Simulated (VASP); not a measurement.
A run of VASP 6.6.1:

The input INCAR:

```
SYSTEM = InSb
ALGO     = Normal         ! electronic algorithm
EDIFF    = 1E-6           ! SCF threshold, eV
EDIFFG   = -0.002         ! ionic threshold
ENCUT    = 600            ! plane-wave cutoff, eV
GGA      = PS             ! functional
IBRION   = 2              ! ionic algorithm
ISIF     = 3              ! what is computed and relaxed
ISMEAR   = -1             ! smearing method
LASPH    = .True.         ! aspherical terms in the spheres
LCHARG   = .False.        ! write CHGCAR
LREAL    = .False.        ! projectors in reciprocal space
LWAVE    = .False.        ! write WAVECAR
NELM     = 60             ! most SCF steps
NSW      = 100            ! ionic steps
PREC     = Accurate       ! precision mode
PSTRESS  = 20.0         
SIGMA    = 0.1            ! smearing width, eV
```

File KPOINTS:

```
k-points
0
Gamma
  12 12 12
  0 0 0
```

Contents of POSCAR:

```
InSb
1.0
    0.0000000000      3.2600996144      3.2600996144
    3.2600996144      0.0000000000      3.2600996144
    3.2600996144      3.2600996144      0.0000000000
In Sb
1 1
Direct
    0.0000000000      0.0000000000      0.0000000000
    0.7500000000      0.7500000000      0.7500000000
```

Potentials or basis: VASP PAW PBE potentials, release 64 (In_d, Sb).

Run with:

```console
$ cat potpaw_PBE.64/In_d/POTCAR potpaw_PBE.64/Sb/POTCAR > POTCAR
$ mpirun -np 1 vasp_std > vasp.out
```

Hardware: 1 thread of AMD EPYC 9R45 96-Core Processor (Zen 5) (shared host).

Question: How long does it take, and how much memory?

Answer: Wall time 3.5 min on 1 thread of AMD EPYC 9R45 96-Core Processor (Zen 5), on a shared host, peak memory 0.27 GiB. Counts: scf iterations 59, k points 72, ion steps 16.
